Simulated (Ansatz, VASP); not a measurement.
NiO in VASP and in Ansatz

File INCAR:

```
PREC = Accurate
ENCUT = 520
EDIFF = 1E-6
ISMEAR = -1
SIGMA = 0.05
LREAL = F
LASPH = T
NELM = 150
ALGO = Normal
ISIF = 2
LWAVE = F
LCHARG = F
ISPIN = 2
MAGMOM = 1 0
LORBIT = 11
LMAXMIX = 4
GGA = PE
NBANDS = 19
```

Contents of KPOINTS:

```
Automatic mesh
0
Gamma
  11 11 11
```

Contents of POSCAR:

```
NiO
1.0
    0.0000000000      2.0913095100      2.0913095100
    2.0913095100      0.0000000000      2.0913095100
    2.0913095100      2.0913095100      0.0000000000
Ni O
1 1
Direct
    0.0000000000      0.0000000000      0.0000000000
    0.5000000000      0.5000000000      0.5000000000
```

File input.yaml:

```yaml
crystal:
  lattice:
    - [0.0, 2.09130951, 2.09130951]
    - [2.09130951, 0.0, 2.09130951]
    - [2.09130951, 2.09130951, 0.0]
  atoms:
    - { symbol: Ni, position: [0.0, 0.0, 0.0], spin: 1.0 }
    - { symbol: O, position: [0.5, 0.5, 0.5] }
kpoints:
  mp_grid: { grid: [11, 11, 11] }
scf:
  occupations: { method: fermi_dirac, width: 0.05 }
hamiltonian:
  xc: pbe
  pseudopotentials: { kind: all_electron, lapw: { basis_error: 0.001 } }
magnetization:
  spin_polarized: true
output:
  forces: true
  stress: true
  eigenvalues: true
  populations: true
```

Alike in both runs: task single point; functional PBE; k mesh 11 × 11 × 11; occupations fermi-dirac, width 0.05 eV; collinear spin.

|  | VASP | Ansatz |
| --- | --- | --- |
| version | VASP 6.6.1 | Ansatz 0.2.0 |
| potentials or method | VASP PAW PBE potentials, release 64 (Ni, O), cutoff 520 eV | all-electron LAPW, scalar-relativistic |

Ansatz gave:

- gap on the k mesh at the Fermi level (eV): none
- pressure (GPa): 4.8
- net moment per atom (μB): 0.90
- size of the moment on the site where the two differ most (μB): 1.49

Task: What did VASP give for the same quantities?

Result: gap on the k mesh at the Fermi level (eV): none; pressure (GPa): 3.8; net moment per atom (μB): 0.85; size of the moment on the site where the two differ most (μB): 1.40.

Site moments also hang on the region over which each program counts them. A gap of «none» marks a metal or a gap that the smearing closes. Ansatz ran all-electron here, and VASP with PAW potentials.
